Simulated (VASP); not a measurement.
Wanted: the native input for a VASP 6.6.1 run.

```yaml
Task: relaxation of the atoms
Functional: PBEsol
Potentials_or_basis: VASP PAW PBE potentials, release 64 (Hf_pv, H)
Cutoff: 520 eV
k_mesh: 9 × 9 × 1
Occupations: gaussian, width 0.1 eV
Spin: no spin polarisation
Dipole_correction: yes
Atoms_held_fixed_from_0: "[0]"
Further_INCAR_settings: ALGO = Normal; EDIFF = 1e-06; IBRION = 2; EDIFFG = -0.03; NSW = 90
```

The structure of Hf3H lies in POSCAR:

```
Hf3H
1.0
    3.1240671824      0.0000000000      0.0000000000
   -1.5620335912      2.7055215431      0.0000000000
    0.0000000000      0.0000000000     24.1015803460
Hf H
3 1
Selective dynamics
Direct
    0.6666666667      0.3333333333      0.3526739690  F F F
    0.3333333333      0.6666666667      0.4531250452  T T T
    0.0000000000      0.0000000000      0.5535869022  T T T
    0.0000000000      0.0000000000      0.6390584758  T T T
```

The input as run:

INCAR

```
ALGO = Normal
DIPOL = 0.5 0.5 0.500
EDIFF = 1E-6
EDIFFG = -0.03
ENCUT = 520
GGA = PS
IBRION = 2
IDIPOL = 3
ISIF = 2
ISMEAR = 0
LASPH = True
LCHARG = False
LDIPOL = True
LREAL = False
LWAVE = False
NELM = 80
NSW = 90
PREC = Accurate
SIGMA = 0.1
```

KPOINTS

```
k-points
0
Gamma
  9 9 1
```

Potentials or basis: VASP PAW PBE potentials, release 64 (Hf_pv, H).

Command:

```console
$ cat potpaw_PBE.64/Hf_pv/POTCAR potpaw_PBE.64/H/POTCAR > POTCAR
$ mpirun -np 1 vasp_std > vasp.out
```

It gave:

The energy gained by relaxing is 49.2 meV/atom and the ionic steps are 8.

It took 2.9 min on 1 thread of Intel(R) Xeon(R) 6975P-C (Granite Rapids), on a shared host, peak memory 0.33 GiB.
